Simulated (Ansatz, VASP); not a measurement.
One calculation of GaCo, two programs

```
Ga Co
1.0
     3.02725    0.00000    0.00000
     0.00000    3.02725    0.00000
     0.00000    0.00000    2.88310
Ga Co
1 1
Cartesian
  1.5136 1.5136 1.4416
  0.0000 0.0000 0.0000
```

Change from the starting cell: strain +0.050 along x and y, +0.000 along z, atoms carried along.

Alike in both runs: task single point; functional PBEsol; k mesh 16 × 16 × 16; occupations gaussian, width 0.15 eV; no spin polarisation.

```csv
,VASP,Ansatz
version,VASP 6.6.1,Ansatz 0.2.0
potentials or method,"VASP PAW PBE potentials, release 64 (Ga_d, Co), cutoff 520 eV","scalar-relativistic, plane waves, PAW"
valence electrons in the cell,22,30
```

```tsv
	VASP	Ansatz	Ansatz less VASP
gap on the k mesh at the Fermi level (eV)	none	none	-
pressure (GPa)	-20.1	-20.3	-0.15
traceless stress, the component that is largest in VASP (GPa)	2.30	2.29	-0.007
```

VASP's potentials were made for PBE, not for PBEsol. A gap of «none» marks a metal or a gap that the smearing closes. VASP's potentials hold 22 valence electrons a cell and Ansatz's 30, so a difference there can come from the potentials and not from the codes.
